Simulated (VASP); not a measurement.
# Os (P6_3/mmc) in VASP: further runs

Runs on Os. Level: PBE. Tasks: single point.

Everything below comes from runs of VASP 6.6.1. Logs are shortened: lines on timing, memory, paths and dates and some standing lists are left out, and cuts for length are marked.

## 1. The cell of the first run

The structure is hexagonal, space group P6_3/mmc (No. 194). Conventional cell: a = 2.633 Å, b = 2.633 Å, c = 4.185 Å, α = 90.00°, β = 90.00°, γ = 120.00°. Os (site symmetry -6m2) has 12 Os at 2.59 to 2.63 Å within 3.4 Å.

## 2. Single point, PBE (12.56 Å³/atom)

File INCAR:

```
SYSTEM = Os
PREC = Accurate
ENCUT = 600
EDIFF = 1E-6
ISMEAR = 0
SIGMA = 0.1
LREAL = .FALSE.
LASPH = .TRUE.
NELM = 120
ALGO = Normal
ISIF = 2
LWAVE = .FALSE.
LCHARG = .FALSE.
GGA = PE
NBANDS = 15
GGA_COMPAT = .FALSE.
```

File KPOINTS:

```
regular mesh
0
G
  18 18 10
  0 0 0
```

File POSCAR:

```
Os
1.0
    2.6329726939      0.0000000000      0.0000000000
   -1.3164863469      2.2802212404      0.0000000000
    0.0000000000      0.0000000000      4.1851309718
Os
2
Direct
    0.3333333333      0.6666666667      0.2500000000
    0.6666666667      0.3333333333      0.7500000000
```

Potentials or basis: VASP PAW PBE potentials, release 64 (Os).

Launch:

```sh
$ cat potpaw_PBE.64/Os/POTCAR > POTCAR
$ mpirun -np 1 vasp_std > vasp.out
```

OUTCAR:

```text
SYSTEM = Os
   PREC = Accurate
   ENCUT = 600
   EDIFF = 1E-6
   ISMEAR = 0
   LREAL = .FALSE.
   LASPH = .TRUE.
   NELM = 120
   ISIF = 2
   GGA = PE

 ion  position               nearest neighbor table
   1  0.333  0.667  0.250-   2 2.59   2 2.59   2 2.59   2 2.59   2 2.59   2 2.59
   2  0.667  0.333  0.750-   1 2.59   1 2.59   1 2.59   1 2.59   1 2.59   1 2.59

  LATTYP: Found a hexagonal cell.
 ALAT       =     2.6329726939
 C/A-ratio  =     1.5895079282

  Lattice vectors:

 A1 = (   2.6329726939,   0.0000000000,   0.0000000000)
 A2 = (  -1.3164863469,   2.2802212404,   0.0000000000)
 A3 = (   0.0000000000,   0.0000000000,   4.1851309718)

Analysis of symmetry for initial positions (statically):
=====================================================================
 Subroutine PRICEL returns:
 Original cell was already a primitive cell.

 Routine SETGRP: Setting up the symmetry group for a
 hexagonal supercell.

 Subroutine GETGRP returns: Found 24 space group operations
 (whereof 12 operations were pure point group operations)
 out of a pool of 24 trial point group operations.

The static configuration has the point symmetry D_3d.
 The point group associated with its full space group is D_6h.

Analysis of symmetry for dynamics (positions and initial velocities):
=====================================================================
 Subroutine PRICEL returns:
 Original cell was already a primitive cell.

 Routine SETGRP: Setting up the symmetry group for a
 hexagonal supercell.

 Subroutine GETGRP returns: Found 24 space group operations
 (whereof 12 operations were pure point group operations)
 out of a pool of 24 trial point group operations.

The dynamic configuration has the point symmetry D_3d.
 The point group associated with its full space group is D_6h.

 Subroutine INISYM returns: Found 24 space group operations
 (whereof 12 operations are pure point group operations),
 and found     1 'primitive' translations

----------------------------------------------------------------------------------------

                                     Primitive cell

  volume of cell :      25.1265

  direct lattice vectors                    reciprocal lattice vectors
     2.632972694  0.000000000  0.000000000     0.379798850  0.219276968  0.000000000
    -1.316486347  2.280221240  0.000000000     0.000000000  0.438553936  0.000000000
     0.000000000  0.000000000  4.185130972     0.000000000  0.000000000  0.238941148

  length of vectors
     2.632972694  2.632972694  4.185130972     0.438553936  0.438553936  0.238941148

  position of ions in fractional coordinates (direct lattice)
     0.333333333  0.666666667  0.250000000
     0.666666667  0.333333333  0.750000000

  ion indices of the primitive-cell ions
   primitive index   ion index
                 1           1
                 2           2

----------------------------------------------------------------------------------------

 KPOINTS: regular mesh

Automatic generation of k-mesh.
 Grid dimensions read from file:
 generate k-points for:   18   18   10

 Generating k-lattice:

  Cartesian coordinates                     Fractional coordinates (reciprocal lattice)
     0.021099936  0.012182054  0.000000000     0.055555556  0.000000000  0.000000000
     0.000000000  0.024364108  0.000000000     0.000000000  0.055555556  0.000000000
     0.000000000  0.000000000  0.023894115     0.000000000  0.000000000  0.100000000

  Length of vectors
     0.024364108  0.024364108  0.023894115

  Shift w.r.t. Gamma in fractional coordinates (k-lattice)
     0.000000000  0.000000000  0.000000000

 Subroutine IBZKPT returns following result:
 ===========================================

 Found    222 irreducible k-points:

 Following reciprocal coordinates:
            Coordinates               Weight
  0.000000  0.000000  0.000000      1.000000
  0.055556  0.000000  0.000000      6.000000
  0.111111  0.000000  0.000000      6.000000
  0.166667  0.000000  0.000000      6.000000
  0.222222  0.000000  0.000000      6.000000
  0.277778  0.000000  0.000000      6.000000
[... 16 lines left out ...]
  0.333333  0.111111  0.000000     12.000000
  0.388889  0.111111  0.000000     12.000000
 [... further k-points ...]
   k-points           NKPTS =    222   k-points in BZ     NKDIM =    222   number of bands    NBANDS=     15
   number of dos      NEDOS =    301   number of ions     NIONS =      2
   total plane-waves  NPLWV =  20736
   dimension x,y,z NGX =    24 NGY =   24 NGZ =   36
   dimension x,y,z NGXF=    48 NGYF=   48 NGZF=   72
   ions per type =               2
   NGX,Y,Z   is equivalent  to a cutoff of  15.15, 15.15, 14.30 a.u.
   NGXF,Y,Z  is equivalent  to a cutoff of  30.31, 30.31, 28.60 a.u.
 SYSTEM =  Os
   PREC   = accura    normal or accurate (medium, high low for compatibility)
   ISTART =      0    job   : 0-new  1-cont  2-samecut
   ICHARG =      2    charge: 1-file 2-atom 10-const
   ISPIN  =      1    spin polarized calculation?
   LNONCOLLINEAR =      F non collinear calculations
   LSORBIT =      F    spin-orbit coupling
   LASPH  =      T    aspherical Exc in radial PAW
   ENCUT  =  600.0 eV  44.10 Ry    6.64 a.u.   5.26  5.26  8.36*2*pi/ulx,y,z
   NELM   =    120;   NELMIN=  2; NELMDL= -5     # of ELM steps
   EDIFF  = 0.1E-05   stopping-criterion for ELM
   LREAL  =      F    real-space projection
   EDIFFG = 0.1E-04   stopping-criterion for IOM
   NSW    =      0    number of steps for IOM
   IBRION =     -1    ionic relax: 0-MD 1-quasi-New 2-CG
   NFREE  =      0    steps in history (QN), initial steepest desc. (CG)
   ISIF   =      2    stress and relaxation
   ISYM   =      2    0-nonsym 1-usesym 2-fastsym
   POTIM  = 0.5000    time-step for ionic-motion
   TEBEG  =    0.0;   TEEND  =   0.0 temperature during run
   PSTRESS=    0.0 pullay stress
   NELECT =      16.0000    total number of electrons
   NUPDOWN=      -1.0000    fix difference up-down
   EMIN   =  10.00;   EMAX   =-10.00  energy-range for DOS
   EFERMI =   0.00;   METHOD = LEGACY
   ISMEAR =     0;   SIGMA  =   0.10  broadening in eV -4-tet -1-fermi 0-gaus
   EFERMI_NEDOS =   21; number of points for ismear=-14 and -15
   IALGO  =     38    algorithm
   IMIX   =      4    mixing-type and parameters
     AMIX     =   0.40;   BMIX     =  1.00
     AMIX_MAG =   1.60;   BMIX_MAG =  1.00
  volume/ion in A,a.u.               =      12.56        84.78
  Fermi-wavevector in a.u.,A,eV,Ry     =   1.408437  2.661560 26.989798  1.983694
  Thomas-Fermi vector in A             =   2.530595
   LORBIT       =      0    0 simple, 1 ext, 2 COOP (PROOUT), +10 PAW based schemes
   GGA     = PE    functional components
   LHFCALC =     F    Hartree Fock is set to
   AEXX    =    0.0000 exact exchange contribution
   IVDW    =     0    specifies the selected vdW correction
   LEPSILON=     F    determine dielectric tensor
   LRPA    =     F    only Hartree local field effects (RPA)
 non-spin polarized calculation
 Gauss-broadening in eV      SIGMA  =   0.10
  energy-cutoff  :      600.00
  volume of cell :       25.13
 maximum number of plane-waves:       854
 NGX is ok and might be reduce to    24
   NGX = 11   NGY = 11   NGZ = 17

 number of electron      16.0000001 magnetization

 Free energy of the ion-electron system (eV)
  ---------------------------------------------------
  ext. energy  EPLUGINS =         0.00000000
  ---------------------------------------------------
  free energy    TOTEN  =       -21.83256280 eV

  energy without entropy =      -21.82609128  energy(sigma->0) =      -21.82932704

 E-fermi :  11.1897     XC(G=0): -14.6864

 val. band max:       11.1872251383   @ k =   0.2222   0.0556   0.3000
 cond. band min:      11.1991049116   @ k =   0.0000   0.0000   0.0000
 fundamental gap:      0.0118797732
 Fermi energy:        11.1896649912

 k-point     1 :       0.0000    0.0000    0.0000
  band No.  band energies     occupation
      1      -0.7541      2.00000
      2       2.2977      2.00000
      3       7.6007      2.00000
      4       7.6007      2.00000
      5       7.8290      2.00000
      6       8.5876      2.00000
      7       8.5876      2.00000
      8       9.4355      2.00000
      9       9.4355      2.00000
     10      11.1991      0.89380
     11      13.1761      0.00000
     12      13.1761      0.00000
     13      21.5332      0.00000
     14      25.1634      0.00000
     15      27.9322      0.00000

 k-point     2 :       0.0556    0.0000    0.0000
  band No.  band energies     occupation
      1      -0.6108      2.00000
      2       2.4273      2.00000
      3       7.2497      2.00000
      4       7.7299      2.00000
      5       8.1368      2.00000
      6       8.4945      2.00000
      7       8.7095      2.00000
      8       9.2481      2.00000
      9       9.3257      2.00000
     10      10.5289      2.00000
     11      13.2558      0.00000
     12      14.0556      0.00000
     13      21.5380      0.00000
     14      25.4789      0.00000
     15      28.1281      0.00000

 k-point     3 :       0.1111    0.0000    0.0000
  band No.  band energies     occupation
      1      -0.1949      2.00000
      2       2.7884      2.00000
      3       6.7586      2.00000
      4       8.1129      2.00000
      5       8.2077      2.00000
      6       8.5167      2.00000
      7       8.5980      2.00000
      8       9.0368      2.00000
      9       9.0699      2.00000
     10       9.8142      2.00000
     11      13.4568      0.00000
     12      15.5788      0.00000
     13      21.5118      0.00000
     14      26.3591      0.00000
     15      28.6434      0.00000

 k-point     4 :       0.1667    0.0000    0.0000
  band No.  band energies     occupation
      1       0.4492      2.00000
      2       3.2761      2.00000
      3       6.3030      2.00000
      4       7.4276      2.00000
      5       7.8898      2.00000
      6       8.6508      2.00000
      7       8.7350      2.00000
      8       9.1332      2.00000
      9       9.4169      2.00000
     10       9.6516      2.00000
     11      13.7044      0.00000
     12      17.2236      0.00000
     13      21.3846      0.00000
     14      27.5169      0.00000
     15      28.9514      0.00000
[... 307 lines left out ...]
 k-point    22 :       0.2778    0.1111    0.0000
  band No.  band energies     occupation
      1       3.0757      2.00000
      2       3.8291      2.00000
      3       4.5988      2.00000
      4       6.1511      2.00000
      5       7.1779      2.00000
      6       8.0706      2.00000
      7       8.6633      2.00000
      8      11.0755      1.89361
      9      12.2167      0.00000
     10      13.4497      0.00000
     11      14.0540      0.00000
     12      20.8055      0.00000
     13      22.6250      0.00000
     14      23.3933      0.00000
     15      25.3349      0.00000

 k-point    23 :       0.3333    0.1111    0.0000
  band No.  band energies     occupation
      1       3.3988      2.00000
      2       3.5989      2.00000
      3       4.0855      2.00000
      4       6.7566      2.00000
      5       7.0542      2.00000
      6       8.3645      2.00000
      7       8.5671      2.00000
      8      12.0799      0.00000
      9      13.0845      0.00000
     10      14.1147      0.00000
     11      14.6919      0.00000
     12      20.9130      0.00000
     13      21.3646      0.00000
     14      23.7821      0.00000
     15      23.8924      0.00000

 k-point    24 :       0.3889    0.1111    0.0000
  band No.  band energies     occupation
      1       3.2998      2.00000
      2       3.6487      2.00000
      3       3.7706      2.00000
      4       6.9989      2.00000
      5       7.3222      2.00000
      6       8.1533      2.00000
      7       8.9432      2.00000
      8      13.0776      0.00000
      9      13.6303      0.00000
     10      14.1477      0.00000
     11      15.8755      0.00000
     12      19.2581      0.00000
     13      21.6332      0.00000
     14      22.5933      0.00000
     15      24.7886      0.00000

 [... further k-points ...]

------------------------ aborting loop because EDIFF is reached ----------------------------------------

  FORCE on cell =-STRESS in cart. coord.  units (eV):
  Direction    XX          YY          ZZ          XY          YZ          ZX
  --------------------------------------------------------------------------------------
  -------------------------------------------------------------------------------------
  Total       11.0995851     11.0995851     11.0783495      0.0000000      0.0000000      0.0000000
  in kB      707.7582362    707.7582362    706.4041618      0.0000000      0.0000000      0.0000000
  external PRESSURE =     707.3068781 kB  Pullay stress =       0.0000000 kB

 VOLUME and BASIS-vectors are now :
 -----------------------------------------------------------------------------
  energy-cutoff  :      600.00
  volume of cell :       25.13
      direct lattice vectors                 reciprocal lattice vectors
     2.632972694  0.000000000  0.000000000     0.379798850  0.219276968  0.000000000
    -1.316486347  2.280221240  0.000000000     0.000000000  0.438553936  0.000000000
     0.000000000  0.000000000  4.185130972     0.000000000  0.000000000  0.238941148

 POSITION                                       TOTAL-FORCE (eV/Angst)
 -----------------------------------------------------------------------------------
     -0.00000      1.52015      1.04628        -0.000000      0.000000      0.000000
      1.31649      0.76007      3.13885         0.000000     -0.000000      0.000000
 -----------------------------------------------------------------------------------
    total drift:                                0.000000     -0.000000     -0.000000

  FREE ENERGIE OF THE ION-ELECTRON SYSTEM (eV)
  ---------------------------------------------------
  free  energy   TOTEN  =       -21.8325627956 eV

  energy  without entropy=      -21.8260912828  energy(sigma->0) =      -21.82932704
```

Run time: 95 s. Hardware: 1 thread of AMD EPYC 7R43 (Zen 3), shared host; peak memory 0.19 GiB.

What came out:

```yaml
Free_energy: -21.8326 eV
Pressure: 70.7 GPa
Band_gap_on_the_k_mesh: zero (bands 8 and 9 overlap by 4.72 eV)
```

Stress tensor (GPa, compression positive):
```
70.78  0.00  0.00
 0.00 70.78  0.00
 0.00  0.00 70.64
```

Caveat: the cell stands under pressure; spin-orbit coupling is left out, which moves the levels of the heavy elements.

## 3. Single point, PBE (12.99 Å³/atom)

This run uses another cell than the first one, of 12.99 Å³/atom.

File INCAR:

```
PREC = Accurate ; ENCUT = 600
EDIFF = 1E-6 ; ISMEAR = 0
SIGMA = 0.1 ; LREAL = F
LASPH = T ; NELM = 120
ALGO = Normal ; ISIF = 2
LWAVE = F ; LCHARG = T
GGA = PE ; LELF = T
LVHAR = T ; NBANDS = 15
GGA_COMPAT = F
```

File KPOINTS:

```
regular mesh
0
Gamma
  18 18 10
```

File POSCAR:

```
Os
1.0
    2.6637347920      0.0000000000      0.0000000000
   -1.3318673960      2.3068619988      0.0000000000
    0.0000000000      0.0000000000      4.2284238873
Os
2
Direct
    0.3333333333      0.6666666667      0.2500000000
    0.6666666667      0.3333333333      0.7500000000
```

Potentials or basis: VASP PAW PBE potentials, release 64 (Os).

Launch:

```sh
$ cat potpaw_PBE.64/Os/POTCAR > POTCAR
$ mpirun -np 1 vasp_std > vasp.out
```

It took 93 s on 1 thread of AMD EPYC 7R43 (Zen 3), shared host; peak memory 0.19 GiB.

It converged, with:

| Quantity | Value |
| --- | --- |
| Free energy | -22.1486 eV |
| Pressure | 48.1 GPa |
| Band gap on the k mesh | zero (bands 8 and 9 overlap by 4.46 eV) |

Stress tensor (GPa, compression positive):
```
48.14  0.00  0.00
 0.00 48.14  0.00
 0.00  0.00 48.02
```

Levels at points of the mesh, in eV from the Fermi level:
```csv
k point,band 4,band 5,band 6,band 7,band 8,band 9,band 10,band 11,band 12,band 13
"(0.00, 0.00, 0.00)",-3.41,-3.18,-2.48,-2.48,-1.69,-1.69,0.00,1.89,1.89,9.93
"(0.50, 0.00, 0.00)",-3.92,-3.08,-2.86,-2.10,2.36,2.99,3.07,4.97,6.34,10.03
"(0.00, 0.00, 0.50)",-3.96,-3.61,-3.61,-3.61,-3.61,1.02,1.02,1.02,1.02,13.75
"(0.50, 0.00, 0.50)",-5.96,-1.33,-1.33,-0.15,-0.15,2.73,2.73,3.68,3.68,10.05
```

Caveat: the cell stands under pressure; spin-orbit coupling is left out, which moves the levels of the heavy elements.

## 4. Single point, PBE (13.42 Å³/atom)

This run uses another cell than the first one, of 13.42 Å³/atom.

File INCAR:

```
PREC     = Accurate       # precision mode
ENCUT    = 600            # plane-wave cutoff, eV
EDIFF    = 1E-6           # SCF threshold, eV
ISMEAR   = 0              # smearing method
SIGMA    = 0.1            # smearing width, eV
LREAL    = F              # projectors in reciprocal space
LASPH    = T              # aspherical terms in the spheres
NELM     = 120            # most SCF steps
ALGO     = Normal         # electronic algorithm
ISIF     = 2              # what is computed and relaxed
LWAVE    = F              # write WAVECAR
LCHARG   = T              # write CHGCAR
GGA      = PE             # functional
LELF     = T              # ELF
LVHAR    = T            
NBANDS   = 15             # bands
GGA_COMPAT= F
```

File KPOINTS:

```
Automatic mesh
0
Gamma
  18 18 10
```

File POSCAR:

```
Os
1.0
    2.6939208055      0.0000000000      0.0000000000
   -1.3469604027      2.3330038533      0.0000000000
    0.0000000000      0.0000000000      4.2704859415
Os
2
Direct
    0.3333333333      0.6666666667      0.2500000000
    0.6666666667      0.3333333333      0.7500000000
```

Launch:

```sh
$ cat potpaw_PBE.64/Os/POTCAR > POTCAR
$ mpirun -np 1 vasp_std > vasp.out
```

It took 92 s on 1 thread of AMD EPYC 7R43 (Zen 3), shared host; peak memory 0.2 GiB.

The run converged. Its results:

```
Free energy            : -22.3538 eV
Pressure               : 29.1 GPa
Band gap on the k mesh : zero (bands 8 and 9 overlap by 4.23 eV)
```

Stress tensor (GPa, compression positive):
```
29.19  0.00  0.00
 0.00 29.19  0.00
 0.00  0.00 29.07
```

Levels at points of the mesh, in eV from the Fermi level:
| k point | band 5 | band 6 | band 7 | band 8 | band 9 | band 10 | band 11 | band 12 |
| --- | --- | --- | --- | --- | --- | --- | --- | --- |
| (0.00, 0.00, 0.00) | -3.02 | -2.36 | -2.36 | -1.62 | -1.62 | -0.01 | 1.80 | 1.80 |
| (0.50, 0.00, 0.00) | -3.01 | -2.74 | -2.01 | 2.22 | 2.81 | 2.91 | 4.72 | 6.06 |
| (0.00, 0.00, 0.50) | -3.44 | -3.44 | -3.44 | -3.44 | 0.96 | 0.96 | 0.96 | 0.96 |
| (0.50, 0.00, 0.50) | -1.27 | -1.27 | -0.16 | -0.16 | 2.57 | 2.57 | 3.51 | 3.51 |

Caveat: the cell stands under pressure; spin-orbit coupling is left out, which moves the levels of the heavy elements.

## 5. Summary

| cell | gap on the mesh (eV) | pressure (GPa) |
| --- | --- | --- |
| a = 2.633, b = 2.633, c = 4.185 Å, angles 90.0, 90.0, 120.0°, 2 atoms | none | 70.7 |
| a = 2.664, b = 2.664, c = 4.228 Å, angles 90.0, 90.0, 120.0°, 2 atoms | none | 48.1 |
| a = 2.694, b = 2.694, c = 4.270 Å, angles 90.0, 90.0, 120.0°, 2 atoms | none | 29.1 |

Alike in all rows: task single point; level PBE; potentials or basis VASP PAW PBE potentials, release 64 (Os); no spin polarisation; k mesh 18 × 18 × 10; cutoff (eV) 600; smearing gaussian 0.1 eV.

Caveats: the cell stands under pressure; spin-orbit coupling is left out, which moves the levels of the heavy elements.

Absolute energies hang on the potentials; compare differences alone.

The gap in the log of VASP goes by the Fermi energy; the results here count the filled bands.